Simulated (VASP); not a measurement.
# Mg4H (Cmmm) in VASP: a series of runs

Mg4H is run at these levels: PBE; tasks: single point, relaxation of cell and atoms.

Everything below comes from runs of VASP 6.6.1. Logs are shortened: lines on timing, memory, paths and dates and some standing lists are left out, and cuts for length are marked.

### Step 1. The cell of the first run

It takes space group Cmmm (No. 65, orthorhombic). Conventional cell: a = 5.364 Å, b = 5.654 Å, c = 8.142 Å, α = 90.00°, β = 90.00°, γ = 90.00°. Within 3.7 Å of Mg (site symmetry mm2) lie 3 Mg at 2.81 to 3.03 Å and 4 H at 3.03 to 3.16 Å. Mg (site symmetry m2m) has 6 Mg at 2.68 to 3.03 Å within 3.5 Å. Within 4.0 Å of H (site symmetry mmm) lie 8 Mg at 3.03 to 3.16 Å and 4 H at 3.90 Å.

The cell was built from a structure type or drawn by symmetry, and may not be a known phase.

### Step 2. Single point, PBE

Contents of INCAR:

```
PREC = Accurate ; ENCUT = 520
EDIFF = 1E-7 ; ISMEAR = 0
SIGMA = 0.1 ; LREAL = False
LASPH = True ; NELM = 60
ALGO = Normal ; ISIF = 2
LWAVE = False ; LCHARG = False
GGA = PE ; NBANDS = 12
```

Contents of KPOINTS:

```
Automatic mesh
0
Gamma
  10 10 6
```

Contents of POSCAR:

```
Mg4H
1.0
    2.6820943024     -2.8269919098      0.0000000000
    2.6820943024      2.8269919098      0.0000000000
    0.0000000000      0.0000000000      8.1418936435
Mg H
4 1
Direct
    0.0000000000      0.0000000000      0.6727353837
    0.0000000000      0.0000000000      0.3272646163
    0.2537433465      0.7462566535      0.0000000000
    0.7462566535      0.2537433465      0.0000000000
    0.5000000000      0.5000000000      0.5000000000
```

Potentials or basis: VASP PAW PBE potentials, release 64 (Mg, H).

The run is started by

```sh
> cat potpaw_PBE.64/Mg/POTCAR potpaw_PBE.64/H/POTCAR > POTCAR
> mpirun -np 1 vasp_std > vasp.out
```

OUTCAR:

```text
PREC = Accurate
   ENCUT = 520
   EDIFF = 1E-7
   ISMEAR = 0
   LREAL = False
   LASPH = True
   NELM = 60
   ISIF = 2
   GGA = PE

 ion  position               nearest neighbor table
   1  0.000  0.000  0.673-   2 2.81   3 3.03   4 3.03
   2  0.000  0.000  0.327-   1 2.81   3 3.03   4 3.03
   3  0.254  0.746  0.000-   4 2.68   4 2.68   4 2.78   4 2.87   2 3.03   1 3.03
   4  0.746  0.254  0.000-   3 2.68   3 2.68   3 2.78   3 2.87   1 3.03   2 3.03
   5  0.500  0.500  0.500-

  LATTYP: Found a base centered orthorhombic cell.
 ALAT       =     5.3641886048
 B/A-ratio  =     1.0540240540
 C/A-ratio  =     1.5178238953

  Lattice vectors:

 A1 = (   2.6820943024,  -2.8269919098,   0.0000000000)
 A2 = (   2.6820943024,   2.8269919098,   0.0000000000)
 A3 = (   0.0000000000,   0.0000000000,   8.1418936435)

Analysis of symmetry for initial positions (statically):
=====================================================================
 Subroutine PRICEL returns:
 Original cell was already a primitive cell.

 Routine SETGRP: Setting up the symmetry group for a
 base centered orthorhombic supercell.

 Subroutine GETGRP returns: Found  8 space group operations
 (whereof  8 operations were pure point group operations)
 out of a pool of  8 trial point group operations.

The static configuration has the point symmetry D_2h.

Analysis of symmetry for dynamics (positions and initial velocities):
=====================================================================
 Subroutine PRICEL returns:
 Original cell was already a primitive cell.

 Routine SETGRP: Setting up the symmetry group for a
 base centered orthorhombic supercell.

 Subroutine GETGRP returns: Found  8 space group operations
 (whereof  8 operations were pure point group operations)
 out of a pool of  8 trial point group operations.

The dynamic configuration has the point symmetry D_2h.

 Subroutine INISYM returns: Found  8 space group operations
 (whereof  8 operations are pure point group operations),
 and found     1 'primitive' translations

----------------------------------------------------------------------------------------

                                     Primitive cell

  volume of cell :     123.4679

  direct lattice vectors                    reciprocal lattice vectors
     2.682094302 -2.826991910  0.000000000     0.186421484 -0.176866442  0.000000000
     2.682094302  2.826991910  0.000000000     0.186421484  0.176866442  0.000000000
     0.000000000  0.000000000  8.141893643     0.000000000  0.000000000  0.122821550

  length of vectors
     3.896859390  3.896859390  8.141893643     0.256972193  0.256972193  0.122821550

  position of ions in fractional coordinates (direct lattice)
     0.000000000  0.000000000  0.672735384
     0.000000000  0.000000000  0.327264616
     0.253743347  0.746256653  0.000000000
     0.746256653  0.253743347  0.000000000
     0.500000000  0.500000000  0.500000000

  ion indices of the primitive-cell ions
   primitive index   ion index
                 1           1
                 2           2
                 3           3
                 4           4
                 5           5

----------------------------------------------------------------------------------------

 KPOINTS: Automatic mesh

Automatic generation of k-mesh.
 Grid dimensions read from file:
 generate k-points for:   10   10    6

 Generating k-lattice:

  Cartesian coordinates                     Fractional coordinates (reciprocal lattice)
     0.018642148 -0.017686644  0.000000000     0.100000000  0.000000000  0.000000000
     0.018642148  0.017686644  0.000000000     0.000000000  0.100000000  0.000000000
     0.000000000  0.000000000  0.020470258     0.000000000  0.000000000  0.166666667

  Length of vectors
     0.025697219  0.025697219  0.020470258

  Shift w.r.t. Gamma in fractional coordinates (k-lattice)
     0.000000000  0.000000000  0.000000000

 Subroutine IBZKPT returns following result:
 ===========================================

 Found    124 irreducible k-points:

 Following reciprocal coordinates:
            Coordinates               Weight
  0.000000  0.000000  0.000000      1.000000
  0.100000 -0.000000  0.000000      4.000000
  0.200000 -0.000000  0.000000      4.000000
  0.300000  0.000000  0.000000      4.000000
  0.400000  0.000000  0.000000      4.000000
  0.500000  0.000000  0.000000      2.000000
[... 16 lines left out ...]
  0.300000  0.300000  0.000000      2.000000
  0.400000  0.300000  0.000000      4.000000
 [... further k-points ...]
   k-points           NKPTS =    124   k-points in BZ     NKDIM =    124   number of bands    NBANDS=     12
   number of dos      NEDOS =    301   number of ions     NIONS =      5
   total plane-waves  NPLWV =  57600
   dimension x,y,z NGX =    30 NGY =   30 NGZ =   64
   dimension x,y,z NGXF=    60 NGYF=   60 NGZF=  128
   ions per type =               4   1
   NGX,Y,Z   is equivalent  to a cutoff of  12.80, 12.80, 13.07 a.u.
   NGXF,Y,Z  is equivalent  to a cutoff of  25.60, 25.60, 26.14 a.u.
 SYSTEM =  unknown system
   PREC   = accura    normal or accurate (medium, high low for compatibility)
   ISTART =      0    job   : 0-new  1-cont  2-samecut
   ICHARG =      2    charge: 1-file 2-atom 10-const
   ISPIN  =      1    spin polarized calculation?
   LNONCOLLINEAR =      F non collinear calculations
   LSORBIT =      F    spin-orbit coupling
   LASPH  =      T    aspherical Exc in radial PAW
   ENCUT  =  520.0 eV  38.22 Ry    6.18 a.u.   7.25  7.25 15.14*2*pi/ulx,y,z
   NELM   =     60;   NELMIN=  2; NELMDL= -5     # of ELM steps
   EDIFF  = 0.1E-06   stopping-criterion for ELM
   LREAL  =      F    real-space projection
   EDIFFG = 0.1E-05   stopping-criterion for IOM
   NSW    =      0    number of steps for IOM
   IBRION =     -1    ionic relax: 0-MD 1-quasi-New 2-CG
   NFREE  =      0    steps in history (QN), initial steepest desc. (CG)
   ISIF   =      2    stress and relaxation
   ISYM   =      2    0-nonsym 1-usesym 2-fastsym
   POTIM  = 0.5000    time-step for ionic-motion
   TEBEG  =    0.0;   TEEND  =   0.0 temperature during run
   PSTRESS=    0.0 pullay stress
   NELECT =       9.0000    total number of electrons
   NUPDOWN=      -1.0000    fix difference up-down
   EMIN   =  10.00;   EMAX   =-10.00  energy-range for DOS
   EFERMI =   0.00;   METHOD = LEGACY
   ISMEAR =     0;   SIGMA  =   0.10  broadening in eV -4-tet -1-fermi 0-gaus
   EFERMI_NEDOS =   21; number of points for ismear=-14 and -15
   IALGO  =     38    algorithm
   IMIX   =      4    mixing-type and parameters
     AMIX     =   0.40;   BMIX     =  1.00
     AMIX_MAG =   1.60;   BMIX_MAG =  1.00
  volume/ion in A,a.u.               =      24.69       166.64
  Fermi-wavevector in a.u.,A,eV,Ry     =   0.683866  1.292319  6.363073  0.467673
  Thomas-Fermi vector in A             =   1.763354
   LORBIT       =      0    0 simple, 1 ext, 2 COOP (PROOUT), +10 PAW based schemes
   GGA     = PE    functional components
   LHFCALC =     F    Hartree Fock is set to
   AEXX    =    0.0000 exact exchange contribution
   IVDW    =     0    specifies the selected vdW correction
   LEPSILON=     F    determine dielectric tensor
   LRPA    =     F    only Hartree local field effects (RPA)
 non-spin polarized calculation
 Gauss-broadening in eV      SIGMA  =   0.10
  energy-cutoff  :      520.00
  volume of cell :      123.47
 maximum number of plane-waves:      3356
 NGX is ok and might be reduce to    30
   NGX = 15   NGY = 15   NGZ = 31

 number of electron       9.0000000 magnetization

 Free energy of the ion-electron system (eV)
  ---------------------------------------------------
  ext. energy  EPLUGINS =         0.00000000
  ---------------------------------------------------
  free energy    TOTEN  =        -6.28890913 eV

  energy without entropy =       -6.27653286  energy(sigma->0) =       -6.28272100

 E-fermi :   1.1997     XC(G=0):  -7.6604

 val. band max:        1.1982470508   @ k =   0.5000   0.5000   0.1667
 cond. band min:       1.2097369714   @ k =  -0.2000   0.1000   0.3333
 fundamental gap:      0.0114899206
 Fermi energy:         1.1996803832

 k-point     1 :       0.0000    0.0000    0.0000
  band No.  band energies     occupation
      1      -5.1054      2.00000
      2      -3.0977      2.00000
      3      -2.1267      2.00000
      4       2.5478      0.00000
      5       3.9672      0.00000
      6       4.2197      0.00000
      7       4.2924      0.00000
      8       4.3837      0.00000
      9       4.4782      0.00000
     10       5.2275      0.00000
     11       6.6881      0.00000
     12       6.7406      0.00000

 k-point     2 :       0.1000   -0.0000    0.0000
  band No.  band energies     occupation
      1      -5.0072      2.00000
      2      -3.0065      2.00000
      3      -2.0330      2.00000
      4       2.1849      0.00000
      5       3.0287      0.00000
      6       4.0248      0.00000
      7       4.3752      0.00000
      8       4.3778      0.00000
      9       4.9385      0.00000
     10       5.5330      0.00000
     11       5.9390      0.00000
     12       6.6666      0.00000

 k-point     3 :       0.2000   -0.0000    0.0000
  band No.  band energies     occupation
      1      -4.7136      2.00000
      2      -2.7353      2.00000
      3      -1.7537      2.00000
      4       0.9511      1.99956
      5       2.2404      0.00000
      6       3.8857      0.00000
      7       3.9803      0.00000
      8       4.5836      0.00000
      9       4.6909      0.00000
     10       5.2170      0.00000
     11       6.0573      0.00000
     12       7.4382      0.00000

 k-point     4 :       0.3000    0.0000    0.0000
  band No.  band energies     occupation
      1      -4.2283      2.00000
      2      -2.2959      2.00000
      3      -1.2958      2.00000
      4      -0.3728      2.00000
      5       1.2585      0.40581
      6       2.6303      0.00000
      7       4.0846      0.00000
      8       4.9563      0.00000
      9       5.1272      0.00000
     10       5.5300      0.00000
     11       6.2402      0.00000
     12       7.7631      0.00000

 k-point     5 :       0.4000    0.0000    0.0000
  band No.  band energies     occupation
      1      -3.5619      2.00000
      2      -1.8258      2.00000
      3      -1.4449      2.00000
      4      -0.6901      2.00000
      5       0.2670      2.00000
      6       1.4767      0.00009
      7       4.4453      0.00000
      8       5.4545      0.00000
      9       5.6793      0.00000
     10       5.7393      0.00000
     11       6.6288      0.00000
     12       7.0577      0.00000
[... 228 lines left out ...]
      1      -3.9022      2.00000
      2      -2.0114      2.00000
      3      -0.9794      2.00000
      4       0.1137      2.00000
      5       1.3709      0.01546
      6       2.4554      0.00000
      7       3.1252      0.00000
      8       4.0439      0.00000
      9       4.4995      0.00000
     10       4.9778      0.00000
     11       5.5102      0.00000
     12       5.7322      0.00000

 k-point    22 :      -0.2000    0.2000    0.0000
  band No.  band energies     occupation
      1      -4.3650      2.00000
      2      -2.4209      2.00000
      3      -1.4192      2.00000
      4       1.3314      0.06256
      5       1.4133      0.00252
      6       2.6908      0.00000
      7       4.3296      0.00000
      8       4.3819      0.00000
      9       4.4019      0.00000
     10       4.5846      0.00000
     11       5.0788      0.00000
     12       6.5623      0.00000

 k-point    23 :       0.3000    0.3000    0.0000
  band No.  band energies     occupation
      1      -3.2720      2.00000
      2      -1.4678      2.00000
      3      -0.3836      2.00000
      4      -0.0205      2.00000
      5       0.5924      2.00000
      6       1.1763      1.25919
      7       2.9438      0.00000
      8       3.4685      0.00000
      9       3.5960      0.00000
     10       4.6577      0.00000
     11       5.0676      0.00000
     12       6.0310      0.00000

 k-point    24 :       0.4000    0.3000    0.0000
  band No.  band energies     occupation
      1      -2.5894      2.00000
      2      -1.1641      2.00000
      3      -0.6758      2.00000
      4       0.2392      2.00000
      5       0.6458      2.00000
      6       0.9732      1.99864
      7       2.0918      0.00000
      8       3.3801      0.00000
      9       3.5438      0.00000
     10       3.8662      0.00000
     11       4.8871      0.00000
     12       6.3677      0.00000

 [... further k-points ...]

------------------------ aborting loop because EDIFF is reached ----------------------------------------

  FORCE on cell =-STRESS in cart. coord.  units (eV):
  Direction    XX          YY          ZZ          XY          YZ          ZX
  --------------------------------------------------------------------------------------
  -------------------------------------------------------------------------------------
  Total       -0.0233091     -0.0354293     -0.0523744      0.0000000      0.0000000      0.0000000
  in kB       -0.3024699     -0.4597474     -0.6796346      0.0000000      0.0000000      0.0000000
  external PRESSURE =      -0.4806173 kB  Pullay stress =       0.0000000 kB

 VOLUME and BASIS-vectors are now :
 -----------------------------------------------------------------------------
  energy-cutoff  :      520.00
  volume of cell :      123.47
      direct lattice vectors                 reciprocal lattice vectors
     2.682094302 -2.826991910  0.000000000     0.186421484 -0.176866442  0.000000000
     2.682094302  2.826991910  0.000000000     0.186421484  0.176866442  0.000000000
     0.000000000  0.000000000  8.141893643     0.000000000  0.000000000  0.122821550

 POSITION                                       TOTAL-FORCE (eV/Angst)
 -----------------------------------------------------------------------------------
      0.00000      0.00000      5.47734         0.000000      0.000000     -0.001144
      0.00000      0.00000      2.66455        -0.000000      0.000000      0.001144
      2.68209      1.39233      0.00000         0.000000      0.003772      0.000000
      2.68209     -1.39233      0.00000         0.000000     -0.003772      0.000000
      2.68209      0.00000      4.07095         0.000000     -0.000000      0.000000
 -----------------------------------------------------------------------------------
    total drift:                                0.000000      0.000000     -0.000000

  FREE ENERGIE OF THE ION-ELECTRON SYSTEM (eV)
  ---------------------------------------------------
  free  energy   TOTEN  =        -6.2889091302 eV

  energy  without entropy=       -6.2765328605  energy(sigma->0) =       -6.28272100
```

Wall time 62 s (1 thread of Intel Xeon 6975P-C (Granite Rapids), shared host); peak memory 0.33 GiB.

Results:

```
Free energy            : -6.2889 eV
Pressure               : 0.0 GPa
Largest force          : 0.004 eV/Å
Band gap on the k mesh : zero (an odd number of electrons rules out a gap without spin polarisation)
```

Forces on the atoms (eV/Å):
```
Mg   0.000  0.000 -0.001
Mg   0.000  0.000  0.001
Mg   0.000  0.004  0.000
Mg   0.000 -0.004  0.000
H    0.000  0.000  0.000
```

### Step 3. Relaxation of cell and atoms, PBE

This run uses another cell than the first one, of 24.89 Å³/atom.

Contents of INCAR:

```
PREC = Accurate ; ENCUT = 600
EDIFF = 1E-6 ; ISMEAR = 0
SIGMA = 0.1 ; LREAL = F
LASPH = T ; NELM = 60
ALGO = Normal ; ISIF = 3
LWAVE = F ; LCHARG = F
GGA = PE ; IBRION = 2
NSW = 100 ; EDIFFG = -0.01
```

Contents of KPOINTS:

```
regular mesh
0
Gamma
  10 10 6
```

Contents of POSCAR:

```
Mg4H
1.0
    2.6986923497     -2.7632382494      0.0000000000
    2.6986923497      2.7632382494      0.0000000000
    0.0000000000      0.0000000000      8.3435556877
Mg H
4 1
Direct
    0.0000000000      0.0000000000      0.6686950087
    0.0000000000      0.0000000000      0.3313049913
    0.2513476565      0.7486523435      0.0000000000
    0.7486523435      0.2513476565      0.0000000000
    0.5000000000      0.5000000000      0.5000000000
```

Potentials or basis: VASP PAW PBE potentials, release 64 (Mg, H).

The run is started by

```sh
> cat potpaw_PBE.64/Mg/POTCAR potpaw_PBE.64/H/POTCAR > POTCAR
> mpirun -np 1 vasp_std > vasp.out
```

It took 2.4 min on 1 thread of Intel Xeon 6975P-C (Granite Rapids), shared host; peak memory 0.39 GiB.

The run converged. Its results:

| Item | Value |
| --- | --- |
| Free energy | -6.2892 eV |
| Relaxed volume | 24.65 Å³/atom |
| Relaxed cell | a = 3.895 Å, b = 3.895 Å, c = 8.137 Å, α = 90.00°, β = 90.00°, γ = 92.98° |
| Space group after relaxing (to 0.1 Å) | Cmmm (No. 65) |
| Energy gained by relaxing | 3.7 meV/atom |
| Ionic steps | 6 |
| Pressure after relaxing | 0.0 GPa |
| Largest force after relaxing | 0.004 eV/Å |
| Band gap on the k mesh | zero (an odd number of electrons rules out a gap without spin polarisation) |

Forces in eV/Å, atoms in the order of the input:
```
Mg   0.000  0.000  0.002
Mg   0.000  0.000 -0.002
Mg   0.000 -0.004  0.000
Mg   0.000  0.004  0.000
H    0.000  0.000  0.000
```

Step by step:
```
step  energy change (eV)  largest force (eV/Å)  pressure (GPa)  volume (Å³)
   1              0.0000                0.0944           -0.20       124.44
   2             -0.0054                0.0908           -0.10       123.88
   3             -0.0139                0.0842            0.23       122.19
   4             -0.0175                0.0447            0.11       122.76
   5             -0.0181                0.0253            0.04       123.09
   6             -0.0183                0.0039            0.00       123.25
```

Final structure:
```
Mg H
1.0
     2.68138   -2.82458    0.00000
     2.68138    2.82458    0.00000
     0.00000    0.00000    8.13684
Mg H
4 1
Direct
  0.00000 0.00000 0.67268
  0.00000 0.00000 0.32732
  0.25359 0.74641 0.00000
  0.74641 0.25359 0.00000
  0.50000 0.50000 0.50000
```

Levels at points of the mesh, in eV from the Fermi level:
```csv
k point,band 1,band 2,band 3,band 4,band 5,band 6,band 7,band 8
"(0.00, 0.00, 0.00)",-6.31,-4.30,-3.33,1.35,2.77,3.02,3.10,3.18
"(0.50, 0.00, 0.00)",-4.10,-3.66,-2.38,-1.55,-1.42,-0.38,3.47,4.42
"(0.50, 0.50, 0.00)",-2.22,-1.74,-1.41,-1.33,-0.51,0.45,0.57,0.98
"(0.00, 0.00, 0.50)",-6.10,-5.15,-1.72,-0.38,2.13,2.82,2.93,3.29
"(0.50, 0.00, 0.50)",-3.93,-3.36,-3.01,-2.70,0.61,0.70,1.80,2.25
"(0.50, 0.50, 0.50)",-1.97,-1.82,-1.27,-1.26,-0.77,-0.49,0.05,0.66
```
